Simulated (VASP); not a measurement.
# Sr7La (Fm-3m) in VASP: single point with PBE

Aim: the single point of Sr7La with PBE.

Everything below comes from runs of VASP 6.6.1. Logs are shortened: lines on timing, memory, paths and dates and some standing lists are left out, and cuts for length are marked.

### Step 1. The cell of the first run

Symmetry: Fm-3m, No. 225, cubic system. The conventional cell has a = 11.858 Å, b = 11.858 Å, c = 11.858 Å, α = 90.00°, β = 90.00°, γ = 90.00°. Within 5.5 Å of Sr (site symmetry m-3m) lie 12 Sr at 4.19 Å. Within 5.5 Å of Sr (site symmetry mmm) lie 10 Sr at 4.19 Å and 2 La at 4.19 Å. La (site symmetry m-3m) has 12 Sr at 4.19 Å within 5.5 Å.

### Step 2. Single point, PBE

POSCAR reads:

```
Sr7La
1.0
    0.0000000000      5.9292085329      5.9292085329
    5.9292085329      0.0000000000      5.9292085329
    5.9292085329      5.9292085329      0.0000000000
Sr La
7 1
Direct
    0.5000000000      0.5000000000      0.5000000000
    0.5000000000      0.0000000000      0.0000000000
    0.5000000000      0.0000000000      0.5000000000
    0.0000000000      0.5000000000      0.5000000000
    0.0000000000      0.5000000000      0.0000000000
    0.5000000000      0.5000000000      0.0000000000
    0.0000000000      0.0000000000      0.5000000000
    0.0000000000      0.0000000000      0.0000000000
```

INCAR.step1 reads:

```
SYSTEM = Sr7La
PREC = Accurate ; ENCUT = 520
EDIFF = 1E-6 ; ISMEAR = 0
SIGMA = 0.1 ; LREAL = .FALSE.
LASPH = .TRUE. ; NELM = 100
ALGO = Normal ; ISIF = 2
LWAVE = .FALSE. ; LCHARG = .TRUE.
LMAXMIX = 6 ; GGA = PE
NBANDS = 50
```

KPOINTS.step1 reads:

```
Automatic mesh
0
G
  6 6 6
  0 0 0
```

INCAR.step2 reads:

```
SYSTEM = Sr7La
PREC = Accurate ; ENCUT = 520
EDIFF = 1E-6 ; ISMEAR = -5
SIGMA = 0.1 ; LREAL = .FALSE.
LASPH = .TRUE. ; NELM = 100
ALGO = Normal ; ISIF = 2
LWAVE = .FALSE. ; LCHARG = .FALSE.
LMAXMIX = 6 ; GGA = PE
LORBIT = 11 ; NEDOS = 1001
ICHARG = 11
```

KPOINTS.step2 reads:

```
Automatic mesh
0
G
  9 9 9
  0 0 0
```

Potentials or basis: VASP PAW PBE potentials, release 64 (Sr_sv, La).

Command:

```sh
cat potpaw_PBE.64/Sr_sv/POTCAR potpaw_PBE.64/La/POTCAR > POTCAR
cp INCAR.step1 INCAR
cp KPOINTS.step1 KPOINTS
mpirun -np 1 vasp_std > vasp.out
cp INCAR.step2 INCAR
cp KPOINTS.step2 KPOINTS
mpirun -np 1 vasp_std > vasp.out
```

OUTCAR:

```text
SYSTEM = Sr7La
   PREC = Accurate
   ENCUT = 520
   EDIFF = 1E-6
   ISMEAR = -5
   LREAL = .FALSE.
   LASPH = .TRUE.
   NELM = 100
   ISIF = 2
   GGA = PE
   LORBIT = 11
   ICHARG = 11

 ion  position               nearest neighbor table
   1  0.500  0.500  0.500-   3 4.19   4 4.19   6 4.19   2 4.19   5 4.19   6 4.19   2 4.19   3 4.19
                             7 4.19   4 4.19   5 4.19   7 4.19
   2  0.500  0.000  0.000-   3 4.19   6 4.19   8 4.19   1 4.19   3 4.19   7 4.19   1 4.19   5 4.19
                             6 4.19   5 4.19   7 4.19   8 4.19
   3  0.500  0.000  0.500-   1 4.19   2 4.19   7 4.19   2 4.19   6 4.19   8 4.19   1 4.19   4 4.19
                             6 4.19   4 4.19   7 4.19   8 4.19
   4  0.000  0.500  0.500-   1 4.19   5 4.19   7 4.19   5 4.19   6 4.19   8 4.19   3 4.19   7 4.19
                             8 4.19   1 4.19   3 4.19   6 4.19
   5  0.000  0.500  0.000-   4 4.19   6 4.19   8 4.19   1 4.19   4 4.19   7 4.19   2 4.19   7 4.19
                             8 4.19   1 4.19   2 4.19   6 4.19
   6  0.500  0.500  0.000-   1 4.19   2 4.19   5 4.19   1 4.19   3 4.19   4 4.19   2 4.19   3 4.19
                             8 4.19   4 4.19   5 4.19   8 4.19
   7  0.000  0.000  0.500-   3 4.19   4 4.19   8 4.19   2 4.19   5 4.19   8 4.19   1 4.19   4 4.19
                             5 4.19   1 4.19   2 4.19   3 4.19
   8  0.000  0.000  0.000-   2 4.19   5 4.19   7 4.19   3 4.19   4 4.19   7 4.19   4 4.19   5 4.19
                             6 4.19   2 4.19   3 4.19   6 4.19

  LATTYP: Found a face centered cubic cell.
 ALAT       =    11.8584170658

  Lattice vectors:

 A1 = (   0.0000000000,   5.9292085329,   5.9292085329)
 A2 = (   5.9292085329,   0.0000000000,   5.9292085329)
 A3 = (   5.9292085329,   5.9292085329,   0.0000000000)

Analysis of symmetry for initial positions (statically):
=====================================================================
 Subroutine PRICEL returns:
 Original cell was already a primitive cell.

 Routine SETGRP: Setting up the symmetry group for a
 face centered cubic supercell.

 Subroutine GETGRP returns: Found 48 space group operations
 (whereof 48 operations were pure point group operations)
 out of a pool of 48 trial point group operations.

The static configuration has the point symmetry O_h .

Analysis of symmetry for dynamics (positions and initial velocities):
=====================================================================
 Subroutine PRICEL returns:
 Original cell was already a primitive cell.

 Routine SETGRP: Setting up the symmetry group for a
 face centered cubic supercell.

 Subroutine GETGRP returns: Found 48 space group operations
 (whereof 48 operations were pure point group operations)
 out of a pool of 48 trial point group operations.

The dynamic configuration has the point symmetry O_h .

 Subroutine INISYM returns: Found 48 space group operations
 (whereof 48 operations are pure point group operations),
 and found     1 'primitive' translations

----------------------------------------------------------------------------------------

                                     Primitive cell

  volume of cell :     416.8887

  direct lattice vectors                    reciprocal lattice vectors
     0.000000000  5.929208533  5.929208533    -0.084328287  0.084328287  0.084328287
     5.929208533  0.000000000  5.929208533     0.084328287 -0.084328287  0.084328287
     5.929208533  5.929208533  0.000000000     0.084328287  0.084328287 -0.084328287

  length of vectors
     8.385167121  8.385167121  8.385167121     0.146060878  0.146060878  0.146060878

  position of ions in fractional coordinates (direct lattice)
     0.500000000  0.500000000  0.500000000
     0.500000000  0.000000000  0.000000000
     0.500000000  0.000000000  0.500000000
     0.000000000  0.500000000  0.500000000
     0.000000000  0.500000000  0.000000000
     0.500000000  0.500000000  0.000000000
     0.000000000  0.000000000  0.500000000
     0.000000000  0.000000000  0.000000000

  ion indices of the primitive-cell ions
   primitive index   ion index
                 1           1
                 2           2
                 3           3
                 4           4
                 5           5
                 6           6
                 7           7
                 8           8

----------------------------------------------------------------------------------------

 KPOINTS: Automatic mesh

Automatic generation of k-mesh.
 Grid dimensions read from file:
 generate k-points for:    9    9    9

 Generating k-lattice:

  Cartesian coordinates                     Fractional coordinates (reciprocal lattice)
    -0.009369810  0.009369810  0.009369810     0.111111111  0.000000000  0.000000000
     0.009369810 -0.009369810  0.009369810     0.000000000  0.111111111  0.000000000
     0.009369810  0.009369810 -0.009369810     0.000000000  0.000000000  0.111111111

  Length of vectors
     0.016228986  0.016228986  0.016228986

  Shift w.r.t. Gamma in fractional coordinates (k-lattice)
     0.000000000  0.000000000  0.000000000

 TETIRR: Found    115 inequivalent tetrahedra from     4374

 Subroutine IBZKPT returns following result:
 ===========================================

 Found     35 irreducible k-points:

 Following reciprocal coordinates:
            Coordinates               Weight
  0.000000  0.000000  0.000000      1.000000
  0.111111  0.000000  0.000000      8.000000
  0.222222  0.000000  0.000000      8.000000
  0.333333  0.000000  0.000000      8.000000
  0.444444  0.000000  0.000000      8.000000
  0.111111  0.111111  0.000000      6.000000
[... 16 lines left out ...]
 -0.333333  0.333333  0.000000     12.000000
  0.444444  0.444444  0.000000      6.000000
 [... further k-points ...]
   k-points           NKPTS =     35   k-points in BZ     NKDIM =     35   number of bands    NBANDS=     48
   number of dos      NEDOS =   1001   number of ions     NIONS =      8
   total plane-waves  NPLWV = 262144
   dimension x,y,z NGX =    64 NGY =   64 NGZ =   64
   dimension x,y,z NGXF=   128 NGYF=  128 NGZF=  128
   ions per type =               7   1
   NGX,Y,Z   is equivalent  to a cutoff of  12.69, 12.69, 12.69 a.u.
   NGXF,Y,Z  is equivalent  to a cutoff of  25.38, 25.38, 25.38 a.u.
 SYSTEM =  Sr7La
   PREC   = accura    normal or accurate (medium, high low for compatibility)
   ISTART =      0    job   : 0-new  1-cont  2-samecut
   ICHARG =     11    charge: 1-file 2-atom 10-const
   ISPIN  =      1    spin polarized calculation?
   LNONCOLLINEAR =      F non collinear calculations
   LSORBIT =      F    spin-orbit coupling
   LASPH  =      T    aspherical Exc in radial PAW
   ENCUT  =  520.0 eV  38.22 Ry    6.18 a.u.  15.59 15.59 15.59*2*pi/ulx,y,z
   NELM   =    100;   NELMIN=  2; NELMDL=  0     # of ELM steps
   EDIFF  = 0.1E-05   stopping-criterion for ELM
   LREAL  =      F    real-space projection
   EDIFFG = 0.1E-04   stopping-criterion for IOM
   NSW    =      0    number of steps for IOM
   IBRION =     -1    ionic relax: 0-MD 1-quasi-New 2-CG
   NFREE  =      0    steps in history (QN), initial steepest desc. (CG)
   ISIF   =      2    stress and relaxation
   ISYM   =      2    0-nonsym 1-usesym 2-fastsym
   POTIM  = 0.5000    time-step for ionic-motion
   TEBEG  =    0.0;   TEEND  =   0.0 temperature during run
   PSTRESS=    0.0 pullay stress
   NELECT =      81.0000    total number of electrons
   NUPDOWN=      -1.0000    fix difference up-down
   EMIN   =  10.00;   EMAX   =-10.00  energy-range for DOS
   EFERMI =   0.00;   METHOD = LEGACY
   ISMEAR =    -5;   SIGMA  =   0.10  broadening in eV -4-tet -1-fermi 0-gaus
   EFERMI_NEDOS =   21; number of points for ismear=-14 and -15
   IALGO  =     38    algorithm
   IMIX   =      4    mixing-type and parameters
     AMIX     =   0.40;   BMIX     =  1.00
     AMIX_MAG =   1.60;   BMIX_MAG =  1.00
  volume/ion in A,a.u.               =      52.11       351.66
  Fermi-wavevector in a.u.,A,eV,Ry     =   0.948192  1.791824 12.232573  0.899069
  Thomas-Fermi vector in A             =   2.076357
   LORBIT       =     11    0 simple, 1 ext, 2 COOP (PROOUT), +10 PAW based schemes
   GGA     = PE    functional components
   LHFCALC =     F    Hartree Fock is set to
   AEXX    =    0.0000 exact exchange contribution
   IVDW    =     0    specifies the selected vdW correction
   LEPSILON=     F    determine dielectric tensor
   LRPA    =     F    only Hartree local field effects (RPA)
 non-spin polarized calculation
 Fermi weights with tetrahedron method with Bloechl corrections
  energy-cutoff  :      520.00
  volume of cell :      416.89
 maximum number of plane-waves:     11265

 number of electron      81.0000001 magnetization

 Free energy of the ion-electron system (eV)
  ---------------------------------------------------
  ext. energy  EPLUGINS =         0.00000000
  ---------------------------------------------------
  free energy    TOTEN  =       -15.66096598 eV

  energy without entropy =      -15.66096598  energy(sigma->0) =      -15.66096598

 E-fermi :   2.1979     XC(G=0):  -7.6105

 val. band max:        2.2059276504   @ k =   0.4444   0.4444   0.0000
 cond. band min:       2.1895243590   @ k =  -0.4444   0.3333   0.0000
 fundamental gap:     -0.0164032913
 Fermi energy:         2.1978549582

 k-point     1 :       0.0000    0.0000    0.0000
  band No.  band energies     occupation
      1     -34.4066      2.00000
      2     -34.2528      2.00000
      3     -34.2410      2.00000
      4     -34.2410      2.00000
      5     -34.2410      2.00000
      6     -34.2351      2.00000
[... 40 lines left out ...]
     47       2.4423      0.00000
     48       2.9715      0.00000
[... 1171 lines left out ...]
     47       2.9166      0.00000
     48       2.9549      0.00000

 [... further k-points ...]
[... 5 lines left out ...]
  --------------------------------------------------------------------------------------
  -------------------------------------------------------------------------------------
  Total       -0.1540957     -0.1540957     -0.1540957      0.0000000      0.0000000      0.0000000
  in kB       -0.5922173     -0.5922173     -0.5922173      0.0000000      0.0000000      0.0000000
  external PRESSURE =      -0.5922173 kB  Pullay stress =       0.0000000 kB

 VOLUME and BASIS-vectors are now :
 -----------------------------------------------------------------------------
  energy-cutoff  :      520.00
  volume of cell :      416.89
      direct lattice vectors                 reciprocal lattice vectors
     0.000000000  5.929208533  5.929208533    -0.084328287  0.084328287  0.084328287
     5.929208533  0.000000000  5.929208533     0.084328287 -0.084328287  0.084328287
     5.929208533  5.929208533  0.000000000     0.084328287  0.084328287 -0.084328287

 POSITION                                       TOTAL-FORCE (eV/Angst)
 -----------------------------------------------------------------------------------
      5.92921      5.92921      5.92921        -0.000000      0.000000      0.000000
      0.00000      2.96460      2.96460         0.000000      0.000000      0.000000
      2.96460      5.92921      2.96460        -0.000000      0.000000     -0.000000
      5.92921      2.96460      2.96460        -0.000000     -0.000000      0.000000
      2.96460      0.00000      2.96460        -0.000000      0.000000      0.000000
      2.96460      2.96460      5.92921        -0.000000      0.000000      0.000000
      2.96460      2.96460      0.00000         0.000000     -0.000000      0.000000
      0.00000      0.00000      0.00000        -0.000000      0.000000      0.000000
 -----------------------------------------------------------------------------------
    total drift:                                0.000000      0.000000      0.000000

  FREE ENERGIE OF THE ION-ELECTRON SYSTEM (eV)
  ---------------------------------------------------
  free  energy   TOTEN  =       -15.6609659770 eV

  energy  without entropy=      -15.6609659770  energy(sigma->0) =      -15.66096598

 total charge

# of ion       s       p       d       f       tot
--------------------------------------------------
    1        2.068   5.712   0.138   0.000   7.919
    2        2.065   5.716   0.144   0.000   7.924
    3        2.065   5.716   0.144   0.000   7.924
    4        2.065   5.716   0.144   0.000   7.924
    5        2.065   5.716   0.144   0.000   7.924
    6        2.065   5.716   0.144   0.000   7.924
    7        2.065   5.716   0.144   0.000   7.924
    8        2.058   5.591   0.715   0.039   8.403
--------------------------------------------------
tot         16.514  45.597   1.718   0.039  63.867
```

Run time: 24 min. Hardware: 1 thread of Intel Xeon Platinum 8488C (Sapphire Rapids), shared host; peak memory 0.93 GiB.

Results:

```yaml
Valence_electrons_inside_the_program's_atomic_spheres: Sr 7.92; La 8.40
```

Caveat: spin-orbit coupling is left out, which moves the levels of the heavy elements.
